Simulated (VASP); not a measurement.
# GeSb3Te (Pm-3m) in VASP: single point with PBE

Aim: the single point of GeSb3Te with PBE.

Program: VASP 6.6.1. These are calculated values, not measurements. Logs are shortened: lines on timing, memory, paths and dates and some standing lists are left out, and cuts for length are marked.

### Step 1. The cell of the first run

It takes space group Pm-3m (No. 221, cubic). The conventional cell has a = 5.213 Å, b = 5.213 Å, c = 5.213 Å, α = 90.00°, β = 90.00°, γ = 90.00°. Ge (site symmetry m-3m) has 12 Sb at 3.69 Å and 8 Te at 4.51 Å within 4.8 Å. Sb (site symmetry 4/mmm) has 2 Te at 2.61 Å within 3.4 Å. Within 3.4 Å of Te (site symmetry m-3m) lie 6 Sb at 2.61 Å.

The cell was built from a structure type or drawn by symmetry, and may not be a known phase.

### Step 2. Single point, PBE

Input file INCAR:

```
SYSTEM = GeSb3Te
ALGO = Normal
EDIFF = 1E-6
ENCUT = 520
GGA = PE
ISIF = 2
ISMEAR = 0
LASPH = .True.
LCHARG = .True.
LELF = .True.
LREAL = .False.
LVHAR = .True.
LWAVE = .False.
NBANDS = 26
NELM = 80
PREC = Accurate
SIGMA = 0.1
```

Input file KPOINTS:

```
k-points
0
Gamma
  4 4 4
  0 0 0
```

Input file POSCAR:

```
GeSb3Te
1.0
    5.2134419400      0.0000000000      0.0000000000
    0.0000000000      5.2134419400      0.0000000000
    0.0000000000      0.0000000000      5.2134419400
Ge Sb Te
1 3 1
Direct
    0.0000000000      0.0000000000      0.0000000000
    0.0000000000      0.5000000000      0.5000000000
    0.5000000000      0.0000000000      0.5000000000
    0.5000000000      0.5000000000      0.0000000000
    0.5000000000      0.5000000000      0.5000000000
```

Potentials or basis: VASP PAW PBE potentials, release 64 (Ge_d, Sb, Te).

Launch:

```
$ cat potpaw_PBE.64/Ge_d/POTCAR potpaw_PBE.64/Sb/POTCAR potpaw_PBE.64/Te/POTCAR > POTCAR
$ mpirun -np 1 vasp_std > vasp.out
```

OUTCAR:

```text
SYSTEM = GeSb3Te
   EDIFF = 1E-6
   ENCUT = 520
   GGA = PE
   ISIF = 2
   ISMEAR = 0
   LASPH = .True.
   LREAL = .False.
   NELM = 80
   PREC = Accurate

 ion  position               nearest neighbor table
   1  0.000  0.000  0.000-
   2  0.000  0.500  0.500-   5 2.61   5 2.61   3 3.69   4 3.69   3 3.69   3 3.69   4 3.69   4 3.69
                             4 3.69   3 3.69
   3  0.500  0.000  0.500-   5 2.61   5 2.61   2 3.69   4 3.69   2 3.69   4 3.69   4 3.69   4 3.69
                             2 3.69   2 3.69
   4  0.500  0.500  0.000-   5 2.61   5 2.61   2 3.69   2 3.69   3 3.69   3 3.69   3 3.69   3 3.69
                             2 3.69   2 3.69
   5  0.500  0.500  0.500-   2 2.61   3 2.61   4 2.61   4 2.61   3 2.61   2 2.61

  LATTYP: Found a simple cubic cell.
 ALAT       =     5.2134419400

  Lattice vectors:

 A1 = (   5.2134419400,   0.0000000000,   0.0000000000)
 A2 = (   0.0000000000,   5.2134419400,   0.0000000000)
 A3 = (   0.0000000000,   0.0000000000,   5.2134419400)

Analysis of symmetry for initial positions (statically):
=====================================================================
 Subroutine PRICEL returns:
 Original cell was already a primitive cell.

 Routine SETGRP: Setting up the symmetry group for a
 simple cubic supercell.

 Subroutine GETGRP returns: Found 48 space group operations
 (whereof 48 operations were pure point group operations)
 out of a pool of 48 trial point group operations.

The static configuration has the point symmetry O_h .

Analysis of symmetry for dynamics (positions and initial velocities):
=====================================================================
 Subroutine PRICEL returns:
 Original cell was already a primitive cell.

 Routine SETGRP: Setting up the symmetry group for a
 simple cubic supercell.

 Subroutine GETGRP returns: Found 48 space group operations
 (whereof 48 operations were pure point group operations)
 out of a pool of 48 trial point group operations.

The dynamic configuration has the point symmetry O_h .

 Subroutine INISYM returns: Found 48 space group operations
 (whereof 48 operations are pure point group operations),
 and found     1 'primitive' translations

----------------------------------------------------------------------------------------

                                     Primitive cell

  volume of cell :     141.7012

  direct lattice vectors                    reciprocal lattice vectors
     5.213441940  0.000000000  0.000000000     0.191811861  0.000000000  0.000000000
     0.000000000  5.213441940  0.000000000     0.000000000  0.191811861  0.000000000
     0.000000000  0.000000000  5.213441940     0.000000000  0.000000000  0.191811861

  length of vectors
     5.213441940  5.213441940  5.213441940     0.191811861  0.191811861  0.191811861

  position of ions in fractional coordinates (direct lattice)
     0.000000000  0.000000000  0.000000000
     0.000000000  0.500000000  0.500000000
     0.500000000  0.000000000  0.500000000
     0.500000000  0.500000000  0.000000000
     0.500000000  0.500000000  0.500000000

  ion indices of the primitive-cell ions
   primitive index   ion index
                 1           1
                 2           2
                 3           3
                 4           4
                 5           5

----------------------------------------------------------------------------------------

 KPOINTS: k-points

Automatic generation of k-mesh.
 Grid dimensions read from file:
 generate k-points for:    4    4    4

 Generating k-lattice:

  Cartesian coordinates                     Fractional coordinates (reciprocal lattice)
     0.047952965  0.000000000  0.000000000     0.250000000  0.000000000  0.000000000
     0.000000000  0.047952965  0.000000000     0.000000000  0.250000000  0.000000000
     0.000000000  0.000000000  0.047952965     0.000000000  0.000000000  0.250000000

  Length of vectors
     0.047952965  0.047952965  0.047952965

  Shift w.r.t. Gamma in fractional coordinates (k-lattice)
     0.000000000  0.000000000  0.000000000

 Subroutine IBZKPT returns following result:
 ===========================================

 Found     10 irreducible k-points:

 Following reciprocal coordinates:
            Coordinates               Weight
  0.000000  0.000000  0.000000      1.000000
  0.250000  0.000000  0.000000      6.000000
  0.500000  0.000000  0.000000      3.000000
  0.250000  0.250000  0.000000     12.000000
  0.500000  0.250000  0.000000     12.000000
  0.500000  0.500000  0.000000      3.000000
  0.250000  0.250000  0.250000      8.000000
  0.500000  0.250000  0.250000     12.000000
  0.500000  0.500000  0.250000      6.000000
  0.500000  0.500000  0.500000      1.000000
   k-points           NKPTS =     10   k-points in BZ     NKDIM =     10   number of bands    NBANDS=     26
   number of dos      NEDOS =    301   number of ions     NIONS =      5
   total plane-waves  NPLWV =  64000
   dimension x,y,z NGX =    40 NGY =   40 NGZ =   40
   dimension x,y,z NGXF=    80 NGYF=   80 NGZF=   80
   ions per type =               1   3   1
   NGX,Y,Z   is equivalent  to a cutoff of  12.76, 12.76, 12.76 a.u.
   NGXF,Y,Z  is equivalent  to a cutoff of  25.51, 25.51, 25.51 a.u.
 SYSTEM =  GeSb3Te
   PREC   = accura    normal or accurate (medium, high low for compatibility)
   ISTART =      0    job   : 0-new  1-cont  2-samecut
   ICHARG =      2    charge: 1-file 2-atom 10-const
   ISPIN  =      1    spin polarized calculation?
   LNONCOLLINEAR =      F non collinear calculations
   LSORBIT =      F    spin-orbit coupling
   LASPH  =      T    aspherical Exc in radial PAW
   ENCUT  =  520.0 eV  38.22 Ry    6.18 a.u.   9.69  9.69  9.69*2*pi/ulx,y,z
   NELM   =     80;   NELMIN=  2; NELMDL= -5     # of ELM steps
   EDIFF  = 0.1E-05   stopping-criterion for ELM
   LREAL  =      F    real-space projection
[... 7 lines left out ...]
   TEBEG  =    0.0;   TEEND  =   0.0 temperature during run
   PSTRESS=    0.0 pullay stress
   NELECT =      35.0000    total number of electrons
   NUPDOWN=      -1.0000    fix difference up-down
   EMIN   =  10.00;   EMAX   =-10.00  energy-range for DOS
   EFERMI =   0.00;   METHOD = LEGACY
   ISMEAR =     0;   SIGMA  =   0.10  broadening in eV -4-tet -1-fermi 0-gaus
   EFERMI_NEDOS =   21; number of points for ismear=-14 and -15
   IALGO  =     38    algorithm
   IMIX   =      4    mixing-type and parameters
     AMIX     =   0.40;   BMIX     =  1.00
     AMIX_MAG =   1.60;   BMIX_MAG =  1.00
  volume/ion in A,a.u.               =      28.34       191.25
  Fermi-wavevector in a.u.,A,eV,Ry     =   1.027164  1.941058 14.355033  1.055065
  Thomas-Fermi vector in A             =   2.161094
   LORBIT       =      0    0 simple, 1 ext, 2 COOP (PROOUT), +10 PAW based schemes
   GGA     = PE    functional components
   LHFCALC =     F    Hartree Fock is set to
   AEXX    =    0.0000 exact exchange contribution
   IVDW    =     0    specifies the selected vdW correction
   LEPSILON=     F    determine dielectric tensor
   LRPA    =     F    only Hartree local field effects (RPA)
 non-spin polarized calculation
 Gauss-broadening in eV      SIGMA  =   0.10
  energy-cutoff  :      520.00
  volume of cell :      141.70
 maximum number of plane-waves:      3840
 NGX is ok and might be reduce to    40
   NGX = 19   NGY = 19   NGZ = 19

 number of electron      35.0000025 magnetization

 Free energy of the ion-electron system (eV)
  ---------------------------------------------------
  ext. energy  EPLUGINS =         0.00000000
  ---------------------------------------------------
  free energy    TOTEN  =       -12.83195423 eV

  energy without entropy =      -12.80217083  energy(sigma->0) =      -12.81706253

 E-fermi :   6.8159     XC(G=0):  -9.7029

 val. band max:        6.8053559593   @ k =   0.5000   0.0000   0.0000
 cond. band min:       6.8498101557   @ k =   0.0000   0.0000   0.0000
 fundamental gap:      0.0444541963
 Fermi energy:         6.8159140786

 k-point     1 :       0.0000    0.0000    0.0000
  band No.  band energies     occupation
      1     -18.2226      2.00000
      2     -18.2226      2.00000
      3     -18.2226      2.00000
      4     -18.2222      2.00000
      5     -18.2222      2.00000
      6      -8.2690      2.00000
[... 18 lines left out ...]
     25      10.1679      0.00000
     26      11.1368      0.00000

 k-point     2 :       0.2500    0.0000    0.0000
  band No.  band energies     occupation
      1     -18.2227      2.00000
      2     -18.2227      2.00000
      3     -18.2226      2.00000
      4     -18.2222      2.00000
      5     -18.2221      2.00000
      6      -8.1287      2.00000
[... 18 lines left out ...]
     25      11.8203      0.00000
     26      11.8204      0.00000

 k-point     3 :       0.5000    0.0000    0.0000
  band No.  band energies     occupation
      1     -18.2227      2.00000
      2     -18.2227      2.00000
      3     -18.2226      2.00000
      4     -18.2222      2.00000
      5     -18.2221      2.00000
      6      -7.9628      2.00000
[... 18 lines left out ...]
     25      12.7802      0.00000
     26      13.9414      0.00000

 k-point     4 :       0.2500    0.2500    0.0000
  band No.  band energies     occupation
      1     -18.2227      2.00000
      2     -18.2227      2.00000
      3     -18.2227      2.00000
      4     -18.2222      2.00000
      5     -18.2221      2.00000
      6      -7.9865      2.00000
[... 18 lines left out ...]
     25      11.8190      0.00000
     26      12.0937      0.00000

 k-point     5 :       0.5000    0.2500    0.0000
  band No.  band energies     occupation
      1     -18.2227      2.00000
      2     -18.2227      2.00000
      3     -18.2227      2.00000
      4     -18.2222      2.00000
      5     -18.2220      2.00000
      6      -7.8179      2.00000
[... 18 lines left out ...]
     25      12.2280      0.00000
     26      13.3129      0.00000

 k-point     6 :       0.5000    0.5000    0.0000
  band No.  band energies     occupation
      1     -18.2228      2.00000
      2     -18.2227      2.00000
      3     -18.2227      2.00000
      4     -18.2221      2.00000
      5     -18.2220      2.00000
      6      -7.6453      2.00000
[... 18 lines left out ...]
     25      13.3622      0.00000
     26      14.4178      0.00000

 k-point     7 :       0.2500    0.2500    0.2500
  band No.  band energies     occupation
      1     -18.2227      2.00000
      2     -18.2227      2.00000
      3     -18.2227      2.00000
      4     -18.2221      2.00000
      5     -18.2221      2.00000
      6      -7.8413      2.00000
[... 18 lines left out ...]
     25      11.7570      0.00000
     26      11.7570      0.00000

 k-point     8 :       0.5000    0.2500    0.2500
  band No.  band energies     occupation
      1     -18.2227      2.00000
      2     -18.2227      2.00000
      3     -18.2227      2.00000
      4     -18.2221      2.00000
      5     -18.2220      2.00000
      6      -7.6684      2.00000
[... 18 lines left out ...]
     25      12.3720      0.00000
     26      12.8474      0.00000

 k-point     9 :       0.5000    0.5000    0.2500
  band No.  band energies     occupation
      1     -18.2228      2.00000
      2     -18.2227      2.00000
      3     -18.2227      2.00000
      4     -18.2220      2.00000
      5     -18.2220      2.00000
      6      -7.4891      2.00000
[... 18 lines left out ...]
     25      12.1314      0.00000
     26      13.8341      0.00000

 k-point    10 :       0.5000    0.5000    0.5000
  band No.  band energies     occupation
      1     -18.2228      2.00000
      2     -18.2228      2.00000
      3     -18.2228      2.00000
      4     -18.2220      2.00000
      5     -18.2220      2.00000
      6      -7.2994      2.00000
[... 18 lines left out ...]
     25       9.5212      0.00000
     26      12.8202      0.00000

------------------------ aborting loop because EDIFF is reached ----------------------------------------

  FORCE on cell =-STRESS in cart. coord.  units (eV):
  Direction    XX          YY          ZZ          XY          YZ          ZX
  --------------------------------------------------------------------------------------
  -------------------------------------------------------------------------------------
  Total       16.0180606     16.0180606     16.0180606     -0.0000000      0.0000000     -0.0000000
  in kB      181.1118594    181.1118594    181.1118594     -0.0000000      0.0000000     -0.0000000
  external PRESSURE =     181.1118594 kB  Pullay stress =       0.0000000 kB

 VOLUME and BASIS-vectors are now :
 -----------------------------------------------------------------------------
  energy-cutoff  :      520.00
  volume of cell :      141.70
      direct lattice vectors                 reciprocal lattice vectors
     5.213441940  0.000000000  0.000000000     0.191811861  0.000000000  0.000000000
     0.000000000  5.213441940  0.000000000     0.000000000  0.191811861  0.000000000
     0.000000000  0.000000000  5.213441940     0.000000000  0.000000000  0.191811861

 POSITION                                       TOTAL-FORCE (eV/Angst)
 -----------------------------------------------------------------------------------
      0.00000      0.00000      0.00000         0.000000      0.000000      0.000000
      0.00000      2.60672      2.60672         0.000000      0.000000      0.000000
      2.60672      0.00000      2.60672         0.000000      0.000000      0.000000
      2.60672      2.60672      0.00000         0.000000      0.000000      0.000000
      2.60672      2.60672      2.60672         0.000000      0.000000      0.000000
 -----------------------------------------------------------------------------------
    total drift:                                0.000000     -0.000000     -0.000000

  FREE ENERGIE OF THE ION-ELECTRON SYSTEM (eV)
  ---------------------------------------------------
  free  energy   TOTEN  =       -12.8319542264 eV

  energy  without entropy=      -12.8021708345  energy(sigma->0) =      -12.81706253
```

Run time: 72 s. Hardware: 1 thread of Intel Xeon 8259CL, shared host; peak memory 0.26 GiB.

Results:

* Free energy: -12.8320 eV
* Pressure: 18.1 GPa
* Band gap on the k mesh: zero (an odd number of electrons rules out a gap without spin polarisation)

Caveat: the cell stands under pressure; spin-orbit coupling is left out, which moves the levels of the heavy elements.
